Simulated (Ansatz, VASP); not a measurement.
Two plane-wave programs on Cu

```
Cu
1.0
     2.55171    0.00000    0.00000
    -1.27586    2.20985    0.00000
     0.00000    0.00000    4.17866
Cu
2
Direct
  0.33333 0.66667 0.25000
  0.66667 0.33333 0.75000
```

Alike in both runs: task single point; functional PBEsol; k mesh 16 × 16 × 9; occupations fermi-dirac, width 0.1 eV; no spin polarisation.

|  | VASP | Ansatz |
| --- | --- | --- |
| version | VASP 6.6.1 | Ansatz 0.2.0 |
| potentials or method | VASP PAW PBE potentials, release 64 (Cu), cutoff 520 eV | plane waves (420 eV) with PAW, scalar-relativistic |
| valence electrons in the cell | 22 | 38 |

Ansatz gave:

```
pressure (GPa)                                                : -5.9
traceless stress, the component that is largest in VASP (GPa) : -0.11
```

Q: Estimate VASP's values.

A: Pressure (GPa): -5.2; traceless stress, the component that is largest in VASP (GPa): -0.13.

VASP's potentials were made for PBE, not for PBEsol, and Ansatz warns of the same on its side. VASP's potentials hold 22 valence electrons a cell and Ansatz's 38, so a difference there can come from the potentials and not from the codes.
